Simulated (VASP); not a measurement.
The system is TaN.

```xyz
2
Lattice="0.0000 2.2000 2.2000 2.2000 0.0000 2.2000 2.2000 2.2000 0.0000" Properties=species:S:1:pos:R:3 pbc="T T T"
Ta    0.0000    0.0000    0.0000
N     2.2000    2.2000    2.2000
```

| Quantity | Value |
| --- | --- |
| Program | VASP 6.6.1 |
| Task | relaxation of cell and atoms |
| Functional | PBE |
| Potentials or basis | VASP PAW PBE potentials, release 64 (Ta_pv, N) |
| Cutoff | 600 eV |
| k mesh | 4 × 4 × 4 |
| Occupations | gaussian, width 0.1 eV |
| Spin | no spin polarisation |

At the start: pressure 5.8 GPa; volume 10.65 Å³/atom.

How do energy, volume and symmetry change on relaxing?

Over 3 steps the energy falls by 3.2 meV/atom and the volume is 10.83 Å³/atom (+1.7 %); space group Fm-3m (No. 225, to 0.05 Å).

The path:
| step | energy change (eV) | largest force (eV/Å) | pressure (GPa) | volume (Å³) |
| --- | --- | --- | --- | --- |
| 1 | 0.0000 | 0.0000 | 5.78 | 21.30 |
| 2 | 0.0247 | 0.0000 | -11.46 | 22.50 |
| 3 | -0.0065 | 0.0000 | -0.06 | 21.67 |

Final structure:
```
CELL_PARAMETERS angstrom
0.00000 2.21265 2.21265
2.21265 0.00000 2.21265
2.21265 2.21265 0.00000
ATOMIC_POSITIONS crystal
Ta 0.00000 0.00000 0.00000
N 0.50000 0.50000 0.50000
```

Caveat: the k points lie up to 0.61 Å⁻¹ apart in the final cell.
